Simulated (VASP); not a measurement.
Input of a VASP 6.6.1 run:

Contents of INCAR:

```
ALGO = Normal
EDIFF = 1E-8
ENCUT = 520
GGA = PS
ISIF = 2
ISMEAR = -1
LASPH = T
LCHARG = F
LEFG = T
LREAL = F
LWAVE = F
NBANDS = 16
NELM = 100
PREC = Accurate
SIGMA = 0.05
```

The input KPOINTS:

```
k-points
0
Gamma
  12 12 12
```

POSCAR

```
AlRu
1.0
    2.9916000000      0.0149580000      0.0149580000
    0.0149580000      2.9916000000      0.0149580000
    0.0149580000      0.0149580000      2.9916000000
Al Ru
1 1
Direct
    0.0000000000      0.0000000000      0.0000000000
    0.5000000000      0.5000000000      0.5000000000
```

Potentials or basis: VASP PAW PBE potentials, release 64 (Al, Ru_pv).

Command:

```bash
$ cat potpaw_PBE.64/Al/POTCAR potpaw_PBE.64/Ru_pv/POTCAR > POTCAR
$ mpirun -np 1 vasp_std > vasp.out
```

(1) Predict the pressure.

(2) Estimate the band gap on the k mesh.

Answers

(1) -3.3 GPa.

(2) zero (an odd number of electrons rules out a gap without spin polarisation).

Caveat: the cell differs from its parent crystal (equal xy, yz and zx shear strains of +1 %); the cell stands under tension; without QUAD_EFG the Cq values of the log hold for a quadrupole moment of 1 mb, not for the nuclei; the PAW data sets were made with another functional, which shifts forces and pressure a little.
